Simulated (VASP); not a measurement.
# Be2CdO3 (R-3m) in VASP: single point with PBE

Aim: the single point of Be2CdO3 with PBE.

All numbers are computed with VASP 6.6.1; they aren't measurements. Logs are shortened: lines on timing, memory, paths and dates and some standing lists are left out, and cuts for length are marked.

## (1) The cell of the first run

It takes space group R-3m (No. 166, trigonal). The conventional cell has a = 5.236 Å, b = 5.236 Å, c = 11.445 Å, α = 90.00°, β = 90.00°, γ = 120.00°. Be (site symmetry 3m) has 3 O at 1.55 Å within 2.1 Å. Cd (site symmetry -3m) has 2 Be at 2.26 Å and 6 O at 2.43 Å within 3.0 Å. Within 2.1 Å of O (site symmetry 2/m) lie 2 Be at 1.55 Å.

The cell was generated, and may not be a known phase.

## (2) Single point, PBE, collinear spin, ferromagnetic start

File INCAR:

```
  PREC = Accurate
  ENCUT = 700
  EDIFF = 1E-6
  ISMEAR = 0
  SIGMA = 0.1
  LREAL = F
  LASPH = T
  NELM = 200
  ALGO = Normal
  ISIF = 2
  LWAVE = F
  LCHARG = F
  ISPIN = 2
  MAGMOM = 0 0 0 1 1 1
  LORBIT = 11
  GGA = PE
  NBANDS = 34
  GGA_COMPAT = F
```

File KPOINTS:

```
regular mesh
0
Gamma
  6 6 6
```

File POSCAR:

```
Be2CdO3
1.0
    2.6181705959      1.5116014983      3.8150740891
   -2.6181705959      1.5116014983      3.8150740891
    0.0000000000     -3.0232029966      3.8150740891
Be Cd O
2 1 3
Direct
    0.8024548835      0.8024548835      0.8024548835
    0.1975451165      0.1975451165      0.1975451165
    0.0000000000      0.0000000000      0.0000000000
    0.0000000000      0.5000000000      0.0000000000
    0.5000000000      0.0000000000      0.0000000000
    0.0000000000      0.0000000000      0.5000000000
```

Potentials or basis: VASP PAW PBE potentials, release 64 (Be, Cd_sv_GW, O).

Launch:

```sh
cat potpaw_PBE.64/Be/POTCAR potpaw_PBE.64/Cd_sv_GW/POTCAR potpaw_PBE.64/O/POTCAR > POTCAR
mpirun -np 1 vasp_std > vasp.out
```

OUTCAR:

```text
PREC = Accurate
   ENCUT = 700
   EDIFF = 1E-6
   ISMEAR = 0
   LREAL = F
   LASPH = T
   NELM = 200
   ISIF = 2
   ISPIN = 2
   LORBIT = 11
   GGA = PE

 ion  position               nearest neighbor table
   1  0.802  0.802  0.802-   6 1.55   5 1.55   4 1.55   3 2.26
   2  0.198  0.198  0.198-   6 1.55   5 1.55   4 1.55   3 2.26
   3  0.000  0.000  0.000-   1 2.26   2 2.26
   4  0.000  0.500  0.000-   1 1.55   2 1.55
   5  0.500  0.000  0.000-   1 1.55   2 1.55
   6  0.000  0.000  0.500-   1 1.55   2 1.55

  LATTYP: Found a trigonal (rhomboedric) cell.
 ALAT       =     4.8677044553
 COS(alpha) =     0.4214012729

  Lattice vectors:

 A1 = (   2.6181705959,   1.5116014983,   3.8150740891)
 A2 = (  -2.6181705959,   1.5116014983,   3.8150740891)
 A3 = (   0.0000000000,  -3.0232029966,   3.8150740891)

Analysis of symmetry for initial positions (statically):
=====================================================================
 Subroutine PRICEL returns:
 Original cell was already a primitive cell.

 Routine SETGRP: Setting up the symmetry group for a
 trigonal (rhombohedral) supercell.

 Subroutine GETGRP returns: Found 12 space group operations
 (whereof 12 operations were pure point group operations)
 out of a pool of 12 trial point group operations.

The static configuration has the point symmetry D_3d.

Analysis of symmetry for dynamics (positions and initial velocities):
=====================================================================
 Subroutine PRICEL returns:
 Original cell was already a primitive cell.

 Routine SETGRP: Setting up the symmetry group for a
 trigonal (rhombohedral) supercell.

 Subroutine GETGRP returns: Found 12 space group operations
 (whereof 12 operations were pure point group operations)
 out of a pool of 12 trial point group operations.

The dynamic configuration has the point symmetry D_3d.

Analysis of structural, dynamic, and magnetic symmetry:
=====================================================================
 Subroutine PRICEL returns:
 Original cell was already a primitive cell.

 Routine SETGRP: Setting up the symmetry group for a
 trigonal (rhombohedral) supercell.

 Subroutine GETGRP returns: Found 12 space group operations
 (whereof 12 operations were pure point group operations)
 out of a pool of 12 trial point group operations.

The overall configuration has the point symmetry D_3d.

 Subroutine INISYM returns: Found 12 space group operations
 (whereof 12 operations are pure point group operations),
 and found     1 'primitive' translations

----------------------------------------------------------------------------------------

                                     Primitive cell

  volume of cell :      90.5919

  direct lattice vectors                    reciprocal lattice vectors
     2.618170596  1.511601498  3.815074089     0.190973041  0.110258337  0.087372702
    -2.618170596  1.511601498  3.815074089    -0.190973041  0.110258337  0.087372702
     0.000000000 -3.023202997  3.815074089     0.000000000 -0.220516673  0.087372702

  length of vectors
     4.867704455  4.867704455  4.867704455     0.237195262  0.237195262  0.237195262

  position of ions in fractional coordinates (direct lattice)
     0.802454883  0.802454883  0.802454883
     0.197545117  0.197545117  0.197545117
     0.000000000  0.000000000  0.000000000
     1.000000000  0.500000000  0.000000000
     0.500000000  1.000000000  0.000000000
     0.000000000  0.000000000  0.500000000

  ion indices of the primitive-cell ions
   primitive index   ion index
                 1           1
                 2           2
                 3           3
                 4           4
                 5           5
                 6           6

[... 31 lines left out ...]
  0.500000  0.000000 -0.000000      3.000000
  0.166667  0.166667  0.000000      6.000000
  0.333333  0.166667  0.000000     12.000000
[... 16 lines left out ...]
  0.500000  0.500000  0.166667      6.000000
 -0.333333  0.500000  0.166667     12.000000
 [... further k-points ...]
   k-points           NKPTS =     32   k-points in BZ     NKDIM =     32   number of bands    NBANDS=     34
   number of dos      NEDOS =    301   number of ions     NIONS =      6
   total plane-waves  NPLWV =  74088
   dimension x,y,z NGX =    42 NGY =   42 NGZ =   42
   dimension x,y,z NGXF=    84 NGYF=   84 NGZF=   84
   ions per type =               2   1   3
   NGX,Y,Z   is equivalent  to a cutoff of  14.34, 14.34, 14.34 a.u.
   NGXF,Y,Z  is equivalent  to a cutoff of  28.69, 28.69, 28.69 a.u.
 SYSTEM =  unknown system
   PREC   = accura    normal or accurate (medium, high low for compatibility)
   ISTART =      0    job   : 0-new  1-cont  2-samecut
   ICHARG =      2    charge: 1-file 2-atom 10-const
   ISPIN  =      2    spin polarized calculation?
   LNONCOLLINEAR =      F non collinear calculations
   LSORBIT =      F    spin-orbit coupling
   LASPH  =      T    aspherical Exc in radial PAW
   ENCUT  =  700.0 eV  51.45 Ry    7.17 a.u.  10.50 10.50 10.50*2*pi/ulx,y,z
   NELM   =    200;   NELMIN=  2; NELMDL= -5     # of ELM steps
   EDIFF  = 0.1E-05   stopping-criterion for ELM
   LREAL  =      F    real-space projection
   EDIFFG = 0.1E-04   stopping-criterion for IOM
   NSW    =      0    number of steps for IOM
   IBRION =     -1    ionic relax: 0-MD 1-quasi-New 2-CG
   NFREE  =      0    steps in history (QN), initial steepest desc. (CG)
   ISIF   =      2    stress and relaxation
   ISYM   =      2    0-nonsym 1-usesym 2-fastsym
   POTIM  = 0.5000    time-step for ionic-motion
   TEBEG  =    0.0;   TEEND  =   0.0 temperature during run
   PSTRESS=    0.0 pullay stress
   NELECT =      42.0000    total number of electrons
   NUPDOWN=      -1.0000    fix difference up-down
   EMIN   =  10.00;   EMAX   =-10.00  energy-range for DOS
   EFERMI =   0.00;   METHOD = LEGACY
   ISMEAR =     0;   SIGMA  =   0.10  broadening in eV -4-tet -1-fermi 0-gaus
   EFERMI_NEDOS =   21; number of points for ismear=-14 and -15
   IALGO  =     38    algorithm
   IMIX   =      4    mixing-type and parameters
     AMIX     =   0.40;   BMIX     =  1.00
     AMIX_MAG =   1.60;   BMIX_MAG =  1.00
  volume/ion in A,a.u.               =      15.10       101.89
  Fermi-wavevector in a.u.,A,eV,Ry     =   1.267053  2.394383 21.843109  1.605423
  Thomas-Fermi vector in A             =   2.400221
   LORBIT       =     11    0 simple, 1 ext, 2 COOP (PROOUT), +10 PAW based schemes
   GGA     = PE    functional components
   LHFCALC =     F    Hartree Fock is set to
   AEXX    =    0.0000 exact exchange contribution
   IVDW    =     0    specifies the selected vdW correction
   LEPSILON=     F    determine dielectric tensor
   LRPA    =     F    only Hartree local field effects (RPA)
 spin polarized calculation
 Gauss-broadening in eV      SIGMA  =   0.10
  energy-cutoff  :      700.00
  volume of cell :       90.59
 maximum number of plane-waves:      3839
   NGX = 21   NGY = 21   NGZ = 21

 number of electron      42.0000002 magnetization      -0.0003901

 number of electron      42.0000002 magnetization       0.0000133

 Free energy of the ion-electron system (eV)
  ---------------------------------------------------
  ext. energy  EPLUGINS =         0.00000000
  ---------------------------------------------------
  free energy    TOTEN  =       -32.74174383 eV

  energy without entropy =      -32.74073230  energy(sigma->0) =      -32.74123807

 E-fermi :   1.1557     XC(G=0):  -8.3089

 val. band max:        1.1012638825   @ k =   0.5000   0.5000   0.5000
 cond. band min:       1.4306830035   @ k =   0.1667  -0.0000   0.0000
 fundamental gap:      0.3294191210
 Fermi energy:         1.1556628630

 spin component 1

 k-point     1 :       0.0000    0.0000    0.0000
  band No.  band energies     occupation
      1    -101.0552      1.00000
      2     -62.1616      1.00000
      3     -62.1174      1.00000
      4     -62.1174      1.00000
      5     -17.1106      1.00000
      6     -16.0590      1.00000
[... 853 lines left out ...]
     32      14.9009      0.00000
     33      15.2022      0.00000

 [... further k-points ...]

 spin component 2

 k-point     1 :       0.0000    0.0000    0.0000
  band No.  band energies     occupation
      1    -101.0553      1.00000
      2     -62.1617      1.00000
      3     -62.1174      1.00000
      4     -62.1174      1.00000
      5     -17.1106      1.00000
      6     -16.0590      1.00000
[... 853 lines left out ...]
     32      14.9009      0.00000
     33      15.2025      0.00000

 [... further k-points ...]

 [bands above 33 left out]

------------------------ aborting loop because EDIFF is reached ----------------------------------------

  FORCE on cell =-STRESS in cart. coord.  units (eV):
  Direction    XX          YY          ZZ          XY          YZ          ZX
  --------------------------------------------------------------------------------------
  -------------------------------------------------------------------------------------
  Total       -0.0261195     -0.0261195     -0.0476958      0.0000000     -0.0000000     -0.0000000
  in kB       -0.4619398     -0.4619398     -0.8435308      0.0000000     -0.0000000     -0.0000000
  external PRESSURE =      -0.5891368 kB  Pullay stress =       0.0000000 kB

 VOLUME and BASIS-vectors are now :
 -----------------------------------------------------------------------------
  energy-cutoff  :      700.00
  volume of cell :       90.59
      direct lattice vectors                 reciprocal lattice vectors
     2.618170596  1.511601498  3.815074089     0.190973041  0.110258337  0.087372702
    -2.618170596  1.511601498  3.815074089    -0.190973041  0.110258337  0.087372702
     0.000000000 -3.023202997  3.815074089     0.000000000 -0.220516673  0.087372702

 POSITION                                       TOTAL-FORCE (eV/Angst)
 -----------------------------------------------------------------------------------
      0.00000      0.00000      9.18427         0.000000      0.000000     -0.021740
      0.00000      0.00000      2.26095         0.000000      0.000000      0.021740
      0.00000      0.00000      0.00000         0.000000     -0.000000     -0.000000
     -1.30909      0.75580      1.90754         0.000000      0.000000     -0.000000
      1.30909      0.75580      1.90754         0.000000     -0.000000     -0.000000
      0.00000     -1.51160      1.90754        -0.000000      0.000000     -0.000000
 -----------------------------------------------------------------------------------
    total drift:                                0.000000      0.000000     -0.000000

  FREE ENERGIE OF THE ION-ELECTRON SYSTEM (eV)
  ---------------------------------------------------
  free  energy   TOTEN  =       -32.7417438328 eV

  energy  without entropy=      -32.7407323043  energy(sigma->0) =      -32.74123807

 total charge

# of ion       s       p       d       f       tot
--------------------------------------------------
    1        0.471   0.894   0.000   0.000   1.365
    2        0.471   0.894   0.000   0.000   1.365
    3        2.211   6.136   9.246   0.010  17.604
    4        1.548   3.539   0.000   0.000   5.087
    5        1.548   3.539   0.000   0.000   5.087
    6        1.548   3.539   0.000   0.000   5.087
--------------------------------------------------
tot          7.796  18.542   9.246   0.010  35.594

 magnetization (x)

# of ion       s       p       d       f       tot
--------------------------------------------------
    1        0.000  -0.000   0.000   0.000   0.000
    2        0.000  -0.000   0.000   0.000   0.000
    3       -0.000  -0.000   0.000   0.000  -0.000
    4        0.000  -0.000   0.000   0.000  -0.000
    5        0.000  -0.000   0.000   0.000  -0.000
    6        0.000  -0.000   0.000   0.000  -0.000
--------------------------------------------------
tot          0.000  -0.000   0.000   0.000  -0.000
```

Run time: 5.2 min. Hardware: 1 thread of Intel Xeon Platinum 8375C at 2.90GHz (Ice Lake), shared host; peak memory 0.48 GiB.

What came out:

- Free energy: -32.7417 eV
- Pressure: -0.1 GPa
- Largest force: 0.022 eV/Å
- Band gap on the k mesh: zero (filled and empty bands overlap)
- Net moment: 0.00 μB per cell
- Valence electrons inside the program's atomic spheres: Be 1.36; Cd 17.60; O 5.09

Forces in eV/Å, atoms in the order of the input:
```
Be   0.000  0.000 -0.022
Be   0.000  0.000  0.022
Cd   0.000  0.000  0.000
O    0.000  0.000  0.000
O    0.000  0.000  0.000
O    0.000  0.000  0.000
```

Caveat: semilocal functionals underestimate gaps, and a narrow one can read as zero.

The gap in the log of VASP goes by the Fermi energy; the results here count the filled bands.